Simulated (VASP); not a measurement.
# CsSnI3 (Pm-3m) in VASP: notebook

The runs below take CsSnI3 through single point, relaxation of cell and atoms, with PBE, LDA, SVWN5.

Program: VASP 6.6.1. These are calculated values, not measurements. Logs are shortened: lines on timing, memory, paths and dates and some standing lists are left out, and cuts for length are marked.

### Step 1. The cell of the first run

The structure is cubic, space group Pm-3m (No. 221). Conventional cell: a = 6.327 Å, b = 6.327 Å, c = 6.327 Å, α = 90.00°, β = 90.00°, γ = 90.00°. Within 5.9 Å of Cs (site symmetry m-3m) lie 12 I at 4.47 Å and 8 Sn at 5.48 Å. Within 4.2 Å of I (site symmetry 4/mmm) lie 2 Sn at 3.16 Å. Within 4.2 Å of Sn (site symmetry m-3m) lie 6 I at 3.16 Å.

### Step 2. Single point, PBE

INCAR

```
SYSTEM = CsSnI3
ALGO = Normal ; EDIFF = 1E-7
ENCUT = 520 ; GGA = PE
ISIF = 2 ; ISMEAR = -1
LASPH = .True. ; LCHARG = .True.
LELF = .True. ; LREAL = .False.
LVHAR = .True. ; LWAVE = .False.
NBANDS = 30 ; NELM = 60
PREC = Accurate ; SIGMA = 0.05
```

KPOINTS

```
k-points
0
Gamma
  5 5 5
  0 0 0
```

POSCAR

```
CsSnI3
1.0
    6.3274112921      0.0000000000      0.0000000000
    0.0000000000      6.3274112921      0.0000000000
    0.0000000000      0.0000000000      6.3274112921
Cs I Sn
1 3 1
Direct
    0.0000000000      0.0000000000      0.0000000000
    0.5000000000      0.5000000000      0.0000000000
    0.5000000000      0.0000000000      0.5000000000
    0.0000000000      0.5000000000      0.5000000000
    0.5000000000      0.5000000000      0.5000000000
```

Potentials or basis: VASP PAW PBE potentials, release 64 (Cs_sv, I, Sn_d).

Run with:

```sh
cat potpaw_PBE.64/Cs_sv/POTCAR potpaw_PBE.64/I/POTCAR potpaw_PBE.64/Sn_d/POTCAR > POTCAR
mpirun -np 1 vasp_std > vasp.out
```

OUTCAR:

```text
SYSTEM = CsSnI3
   EDIFF = 1E-7
   ENCUT = 520
   GGA = PE
   ISIF = 2
   ISMEAR = -1
   LASPH = .True.
   LREAL = .False.
   NELM = 60
   PREC = Accurate

 ion  position               nearest neighbor table
   1  0.000  0.000  0.000-
   2  0.500  0.500  0.000-   5 3.16   5 3.16
   3  0.500  0.000  0.500-   5 3.16   5 3.16
   4  0.000  0.500  0.500-   5 3.16   5 3.16
   5  0.500  0.500  0.500-   2 3.16   3 3.16   4 3.16   2 3.16   3 3.16   4 3.16

  LATTYP: Found a simple cubic cell.
 ALAT       =     6.3274112921

  Lattice vectors:

 A1 = (   6.3274112921,   0.0000000000,   0.0000000000)
 A2 = (   0.0000000000,   6.3274112921,   0.0000000000)
 A3 = (   0.0000000000,   0.0000000000,   6.3274112921)

Analysis of symmetry for initial positions (statically):
=====================================================================
 Subroutine PRICEL returns:
 Original cell was already a primitive cell.

 Routine SETGRP: Setting up the symmetry group for a
 simple cubic supercell.

 Subroutine GETGRP returns: Found 48 space group operations
 (whereof 48 operations were pure point group operations)
 out of a pool of 48 trial point group operations.

The static configuration has the point symmetry O_h .

Analysis of symmetry for dynamics (positions and initial velocities):
=====================================================================
 Subroutine PRICEL returns:
 Original cell was already a primitive cell.

 Routine SETGRP: Setting up the symmetry group for a
 simple cubic supercell.

 Subroutine GETGRP returns: Found 48 space group operations
 (whereof 48 operations were pure point group operations)
 out of a pool of 48 trial point group operations.

The dynamic configuration has the point symmetry O_h .

 Subroutine INISYM returns: Found 48 space group operations
 (whereof 48 operations are pure point group operations),
 and found     1 'primitive' translations

----------------------------------------------------------------------------------------

                                     Primitive cell

  volume of cell :     253.3251

  direct lattice vectors                    reciprocal lattice vectors
     6.327411292  0.000000000  0.000000000     0.158042516  0.000000000  0.000000000
     0.000000000  6.327411292  0.000000000     0.000000000  0.158042516  0.000000000
     0.000000000  0.000000000  6.327411292     0.000000000  0.000000000  0.158042516

  length of vectors
     6.327411292  6.327411292  6.327411292     0.158042516  0.158042516  0.158042516

  position of ions in fractional coordinates (direct lattice)
     0.000000000  0.000000000  0.000000000
     0.500000000  0.500000000  0.000000000
     0.500000000  0.000000000  0.500000000
     0.000000000  0.500000000  0.500000000
     0.500000000  0.500000000  0.500000000

  ion indices of the primitive-cell ions
   primitive index   ion index
                 1           1
                 2           2
                 3           3
                 4           4
                 5           5

----------------------------------------------------------------------------------------

 KPOINTS: k-points

Automatic generation of k-mesh.
 Grid dimensions read from file:
 generate k-points for:    5    5    5

 Generating k-lattice:

  Cartesian coordinates                     Fractional coordinates (reciprocal lattice)
     0.031608503  0.000000000  0.000000000     0.200000000  0.000000000  0.000000000
     0.000000000  0.031608503  0.000000000     0.000000000  0.200000000  0.000000000
     0.000000000  0.000000000  0.031608503     0.000000000  0.000000000  0.200000000

  Length of vectors
     0.031608503  0.031608503  0.031608503

  Shift w.r.t. Gamma in fractional coordinates (k-lattice)
     0.000000000  0.000000000  0.000000000

 Subroutine IBZKPT returns following result:
 ===========================================

 Found     10 irreducible k-points:

 Following reciprocal coordinates:
            Coordinates               Weight
  0.000000  0.000000  0.000000      1.000000
  0.200000  0.000000  0.000000      6.000000
  0.400000  0.000000  0.000000      6.000000
  0.200000  0.200000  0.000000     12.000000
  0.400000  0.200000  0.000000     24.000000
  0.400000  0.400000  0.000000     12.000000
  0.200000  0.200000  0.200000      8.000000
  0.400000  0.200000  0.200000     24.000000
  0.400000  0.400000  0.200000     24.000000
  0.400000  0.400000  0.400000      8.000000
   k-points           NKPTS =     10   k-points in BZ     NKDIM =     10   number of bands    NBANDS=     30
   number of dos      NEDOS =    301   number of ions     NIONS =      5
   total plane-waves  NPLWV = 110592
   dimension x,y,z NGX =    48 NGY =   48 NGZ =   48
   dimension x,y,z NGXF=    96 NGYF=   96 NGZF=   96
   ions per type =               1   3   1
   NGX,Y,Z   is equivalent  to a cutoff of  12.61, 12.61, 12.61 a.u.
   NGXF,Y,Z  is equivalent  to a cutoff of  25.22, 25.22, 25.22 a.u.
 SYSTEM =  CsSnI3
   PREC   = accura    normal or accurate (medium, high low for compatibility)
   ISTART =      0    job   : 0-new  1-cont  2-samecut
   ICHARG =      2    charge: 1-file 2-atom 10-const
   ISPIN  =      1    spin polarized calculation?
   LNONCOLLINEAR =      F non collinear calculations
   LSORBIT =      F    spin-orbit coupling
   LASPH  =      T    aspherical Exc in radial PAW
   ENCUT  =  520.0 eV  38.22 Ry    6.18 a.u.  11.76 11.76 11.76*2*pi/ulx,y,z
   NELM   =     60;   NELMIN=  2; NELMDL= -5     # of ELM steps
   EDIFF  = 0.1E-06   stopping-criterion for ELM
   LREAL  =      F    real-space projection
   EDIFFG = 0.1E-05   stopping-criterion for IOM
   NSW    =      0    number of steps for IOM
   IBRION =     -1    ionic relax: 0-MD 1-quasi-New 2-CG
   NFREE  =      0    steps in history (QN), initial steepest desc. (CG)
   ISIF   =      2    stress and relaxation
   ISYM   =      2    0-nonsym 1-usesym 2-fastsym
   POTIM  = 0.5000    time-step for ionic-motion
   TEBEG  =    0.0;   TEEND  =   0.0 temperature during run
   PSTRESS=    0.0 pullay stress
   NELECT =      44.0000    total number of electrons
   NUPDOWN=      -1.0000    fix difference up-down
   EMIN   =  10.00;   EMAX   =-10.00  energy-range for DOS
   EFERMI =   0.00;   METHOD = LEGACY
   ISMEAR =    -1;   SIGMA  =   0.05  broadening in eV -4-tet -1-fermi 0-gaus
   EFERMI_NEDOS =   21; number of points for ismear=-14 and -15
   IALGO  =     38    algorithm
   IMIX   =      4    mixing-type and parameters
     AMIX     =   0.40;   BMIX     =  1.00
     AMIX_MAG =   1.60;   BMIX_MAG =  1.00
  volume/ion in A,a.u.               =      50.67       341.90
  Fermi-wavevector in a.u.,A,eV,Ry     =   0.913411  1.726097 11.351613  0.834320
  Thomas-Fermi vector in A             =   2.037920
   LORBIT       =      0    0 simple, 1 ext, 2 COOP (PROOUT), +10 PAW based schemes
   GGA     = PE    functional components
   LHFCALC =     F    Hartree Fock is set to
   AEXX    =    0.0000 exact exchange contribution
   IVDW    =     0    specifies the selected vdW correction
   LEPSILON=     F    determine dielectric tensor
   LRPA    =     F    only Hartree local field effects (RPA)
 non-spin polarized calculation
  energy-cutoff  :      520.00
  volume of cell :      253.33
 maximum number of plane-waves:      6859
 NGX is ok and might be reduce to    48
   NGX = 23   NGY = 23   NGZ = 23

 number of electron      43.9999994 magnetization

 Free energy of the ion-electron system (eV)
  ---------------------------------------------------
  ext. energy  EPLUGINS =         0.00000000
  ---------------------------------------------------
  free energy    TOTEN  =       -14.05447082 eV

  energy without entropy =      -14.05447082  energy(sigma->0) =      -14.05447082

 E-fermi :   2.3128     XC(G=0):  -7.2879

 val. band max:        1.4279934802   @ k =   0.4000   0.4000   0.4000
 cond. band min:       3.2322435463   @ k =   0.4000   0.4000   0.4000
 fundamental gap:      1.8042500661
 Fermi energy:         2.3128190232

 k-point     1 :       0.0000    0.0000    0.0000
  band No.  band energies     occupation
      1     -19.8983      2.00000
      2     -19.7234      2.00000
      3     -19.7234      2.00000
      4     -19.7100      2.00000
      5     -19.7100      2.00000
      6     -19.7100      2.00000
[... 22 lines left out ...]
     29       6.7967      0.00000
     30       6.7967      0.00000

 k-point     2 :       0.2000    0.0000    0.0000
  band No.  band energies     occupation
      1     -19.8982      2.00000
      2     -19.7234      2.00000
      3     -19.7230      2.00000
      4     -19.7100      2.00000
      5     -19.7100      2.00000
      6     -19.7100      2.00000
[... 22 lines left out ...]
     29       6.2647      0.00000
     30       6.7837      0.00000

 k-point     3 :       0.4000    0.0000    0.0000
  band No.  band energies     occupation
      1     -19.8981      2.00000
      2     -19.7234      2.00000
      3     -19.7224      2.00000
      4     -19.7101      2.00000
      5     -19.7101      2.00000
      6     -19.7100      2.00000
[... 22 lines left out ...]
     29       6.5715      0.00000
     30       7.1126      0.00000

 k-point     4 :       0.2000    0.2000    0.0000
  band No.  band energies     occupation
      1     -19.8981      2.00000
      2     -19.7232      2.00000
      3     -19.7228      2.00000
      4     -19.7100      2.00000
      5     -19.7100      2.00000
      6     -19.7100      2.00000
[... 154 lines left out ...]
     29       7.1131      0.00000
     30       7.3420      0.00000

 k-point     9 :       0.4000    0.4000    0.2000
  band No.  band energies     occupation
      1     -19.8978      2.00000
      2     -19.7225      2.00000
      3     -19.7220      2.00000
      4     -19.7102      2.00000
      5     -19.7101      2.00000
      6     -19.7101      2.00000
[... 22 lines left out ...]
     29       6.8755      0.00000
     30       7.2979      0.00000

 k-point    10 :       0.4000    0.4000    0.4000
  band No.  band energies     occupation
      1     -19.8976      2.00000
      2     -19.7219      2.00000
      3     -19.7219      2.00000
      4     -19.7102      2.00000
      5     -19.7102      2.00000
      6     -19.7102      2.00000
[... 22 lines left out ...]
     29       6.5910      0.00000
     30       7.5380      0.00000

------------------------ aborting loop because EDIFF is reached ----------------------------------------

  FORCE on cell =-STRESS in cart. coord.  units (eV):
  Direction    XX          YY          ZZ          XY          YZ          ZX
  --------------------------------------------------------------------------------------
  -------------------------------------------------------------------------------------
  Total       -0.6111663     -0.6111663     -0.6111663     -0.0000000     -0.0000000      0.0000000
  in kB       -3.8653764     -3.8653764     -3.8653764     -0.0000000     -0.0000000      0.0000000
  external PRESSURE =      -3.8653764 kB  Pullay stress =       0.0000000 kB

 VOLUME and BASIS-vectors are now :
 -----------------------------------------------------------------------------
  energy-cutoff  :      520.00
  volume of cell :      253.33
      direct lattice vectors                 reciprocal lattice vectors
     6.327411292  0.000000000  0.000000000     0.158042516  0.000000000  0.000000000
     0.000000000  6.327411292  0.000000000     0.000000000  0.158042516  0.000000000
     0.000000000  0.000000000  6.327411292     0.000000000  0.000000000  0.158042516

 POSITION                                       TOTAL-FORCE (eV/Angst)
 -----------------------------------------------------------------------------------
      0.00000      0.00000      0.00000         0.000000      0.000000      0.000000
      3.16371      3.16371      0.00000         0.000000      0.000000      0.000000
      3.16371      0.00000      3.16371         0.000000      0.000000      0.000000
      0.00000      3.16371      3.16371         0.000000      0.000000      0.000000
      3.16371      3.16371      3.16371         0.000000      0.000000      0.000000
 -----------------------------------------------------------------------------------
    total drift:                                0.000000     -0.000000     -0.000000

  FREE ENERGIE OF THE ION-ELECTRON SYSTEM (eV)
  ---------------------------------------------------
  free  energy   TOTEN  =       -14.0544708224 eV

  energy  without entropy=      -14.0544708172  energy(sigma->0) =      -14.05447082
```

Wall time 3.4 min (1 thread of Oxide Virtual Turin-like, shared host); peak memory 0.32 GiB.

What came out:

| Quantity | Value |
| --- | --- |
| Free energy | -14.0545 eV |
| Pressure | -0.4 GPa |
| Band gap on the k mesh | 1.80 eV, direct |

Caveat: spin-orbit coupling is left out, which moves the levels of the heavy elements. PBE gaps usually lie below the measured ones, often by a third to a half.

### Step 3. Relaxation of cell and atoms, LDA

This run uses another cell than the first one, of 47.80 Å³/atom, 0.943 times its volume.

INCAR

```
SYSTEM = CsSnI3
ALGO     = Normal         ! electronic algorithm
EDIFF    = 1E-6           ! SCF threshold, eV
EDIFFG   = -0.01          ! ionic threshold
ENCUT    = 600            ! plane-wave cutoff, eV
IBRION   = 2              ! ionic algorithm
ISIF     = 3              ! what is computed and relaxed
ISMEAR   = -1             ! smearing method
LASPH    = .TRUE.         ! aspherical terms in the spheres
LCHARG   = .FALSE.        ! write CHGCAR
LREAL    = .FALSE.        ! projectors in reciprocal space
LWAVE    = .FALSE.        ! write WAVECAR
NELM     = 60             ! most SCF steps
NSW      = 60             ! ionic steps
PREC     = Accurate       ! precision mode
SIGMA    = 0.05           ! smearing width, eV
```

KPOINTS

```
k-points
0
G
  5 5 5
  0 0 0
```

Edit POSCAR of step 2 so:

```diff
@@ -2,5 +2,5 @@
 1.0
-    6.3274112921      0.0000000000      0.0000000000
-    0.0000000000      6.3274112921      0.0000000000
-    0.0000000000      0.0000000000      6.3274112921
+    6.2057000000      0.0000000000      0.0000000000
+    0.0000000000      6.2057000000      0.0000000000
+    0.0000000000      0.0000000000      6.2057000000
 Cs I Sn
```

Potentials or basis: VASP PAW LDA potentials, release 64 (Cs_sv, I, Sn_d).

Run with:

```sh
cat potpaw_LDA.64/Cs_sv/POTCAR potpaw_LDA.64/I/POTCAR potpaw_LDA.64/Sn_d/POTCAR > POTCAR
mpirun -np 1 vasp_std > vasp.out
```

It took 4.7 min on 1 thread of Oxide Virtual Turin-like, shared host; peak memory 0.3 GiB.

Results (log left out):

```yaml
Free_energy: -16.1517 eV
Relaxed_volume: 43.74 Å³/atom
Relaxed_cell: a = 6.025 Å, b = 6.025 Å, c = 6.025 Å, α = 90.00°, β = 90.00°, γ = 90.00°
Space_group_after_relaxing_to_0.05_Å: Pm-3m (No. 221)
Energy_gained_by_relaxing: 21.6 meV/atom
Ionic_steps: 3
Pressure_after_relaxing: 0.0 GPa
Band_gap_on_the_k_mesh: 1.66 eV, direct
```

The path:
| step | energy change (eV) | largest force (eV/Å) | pressure (GPa) | volume (Å³) |
| --- | --- | --- | --- | --- |
| 1 | 0.0000 | 0.0000 | -1.56 | 238.99 |
| 2 | -0.1013 | 0.0000 | -0.44 | 223.27 |
| 3 | -0.1082 | 0.0000 | -0.02 | 218.70 |

Final structure:
```
CELL_PARAMETERS angstrom
6.02489 0.00000 0.00000
0.00000 6.02489 0.00000
0.00000 0.00000 6.02489
ATOMIC_POSITIONS crystal
Cs 0.00000 0.00000 0.00000
I 0.50000 0.50000 0.00000
I 0.50000 0.00000 0.50000
I 0.00000 0.50000 0.50000
Sn 0.50000 0.50000 0.50000
```

Levels at points of the mesh, in eV from the valence-band top:
| k point | band 20 | band 21 | band 22 | band 23 | band 24 | band 25 |
| --- | --- | --- | --- | --- | --- | --- |
| (0.00, 0.00, 0.00) | -1.50 | -1.50 | -1.50 | 2.67 | 3.48 | 3.48 |

Caveat: spin-orbit coupling is left out, which moves the levels of the heavy elements.

### Step 4. Relaxation of cell and atoms, SVWN5

This run uses another cell than the first one, of 47.80 Å³/atom, 0.943 times its volume.

INCAR

```
SYSTEM = CsSnI3
ALGO = Normal
EDIFF = 1E-7
EDIFFG = -0.01
ENCUT = 600
GGA = VW
IBRION = 2
ISIF = 3
ISMEAR = -1
LASPH = .True.
LCHARG = .False.
LREAL = .False.
LWAVE = .False.
NELM = 100
NSW = 60
PREC = Accurate
SIGMA = 0.05
```

KPOINTS

```
k-points
0
Gamma
  5 5 5
  0 0 0
```

POSCAR is that of step 3.

Potentials or basis: VASP PAW PBE potentials, release 64 (Cs_sv, I, Sn_d).

Run with:

```sh
cat potpaw_PBE.64/Cs_sv/POTCAR potpaw_PBE.64/I/POTCAR potpaw_PBE.64/Sn_d/POTCAR > POTCAR
mpirun -np 1 vasp_std > vasp.out
```

Run time: 4.3 min. Hardware: 1 thread of Oxide Virtual Turin-like, shared host; peak memory 0.3 GiB.

The run converged. Its results:

```yaml
Free_energy: -16.1845 eV
Relaxed_volume: 43.70 Å³/atom
Relaxed_cell: a = 6.023 Å, b = 6.023 Å, c = 6.023 Å, α = 90.00°, β = 90.00°, γ = 90.00°
Space_group_after_relaxing_to_0.05_Å: Pm-3m (No. 221)
Energy_gained_by_relaxing: 22.0 meV/atom
Ionic_steps: 3
Pressure_after_relaxing: 0.0 GPa
Band_gap_on_the_k_mesh: 1.67 eV, direct
```

Step by step:
| step | energy change (eV) | largest force (eV/Å) | pressure (GPa) | volume (Å³) |
| --- | --- | --- | --- | --- |
| 1 | 0.0000 | 0.0000 | -1.56 | 238.99 |
| 2 | -0.1030 | 0.0000 | -0.46 | 223.23 |
| 3 | -0.1102 | 0.0000 | -0.02 | 218.48 |

Final structure:
```xyz
5
Lattice="6.0229 0.0000 0.0000 0.0000 6.0229 0.0000 0.0000 0.0000 6.0229" Properties=species:S:1:pos:R:3 pbc="T T T"
Cs    0.0000    0.0000    0.0000
I     3.0114    3.0114    0.0000
I     3.0114    0.0000    3.0114
I     0.0000    3.0114    3.0114
Sn    3.0114    3.0114    3.0114
```

Levels at points of the mesh, in eV from the valence-band top:
| k point | band 19 | band 20 | band 21 | band 22 | band 23 | band 24 | band 25 | band 26 |
| --- | --- | --- | --- | --- | --- | --- | --- | --- |
| (0.00, 0.00, 0.00) | -1.70 | -1.48 | -1.48 | -1.48 | 2.68 | 3.50 | 3.50 | 3.92 |

Caveat: the PAW data sets were made with another functional, which shifts forces and pressure a little; spin-orbit coupling is left out, which moves the levels of the heavy elements. A k mesh can miss the band edges.

### Step 5. Summary

| task | level | potentials or basis | cell | cutoff (eV) | gap on the mesh (eV) | pressure (GPa) | relaxed volume (Å³/atom) |
| --- | --- | --- | --- | --- | --- | --- | --- |
| single point | PBE | VASP PAW PBE potentials, release 64 (Cs_sv, I, Sn_d) | a = 6.327 Å, 5 atoms | 520 | 1.80 | -0.4 | - |
| relaxation of cell and atoms | LDA | VASP PAW LDA potentials, release 64 (Cs_sv, I, Sn_d) | relaxed from a = 6.206 Å, 5 atoms | 600 | 1.66 | 0.0 | 43.74 |
| relaxation of cell and atoms | SVWN5 | VASP PAW PBE potentials, release 64 (Cs_sv, I, Sn_d) | relaxed from a = 6.206 Å, 5 atoms | 600 | 1.67 | 0.0 | 43.70 |

Alike in all rows: no spin polarisation; k mesh 5 × 5 × 5; smearing fermi-dirac 0.05 eV.

Caveats: spin-orbit coupling is left out, which moves the levels of the heavy elements; the PAW data sets were made with another functional, which shifts forces and pressure a little (some runs).

Total energies depend on the potentials used, so only differences within one code and one set of settings carry meaning.
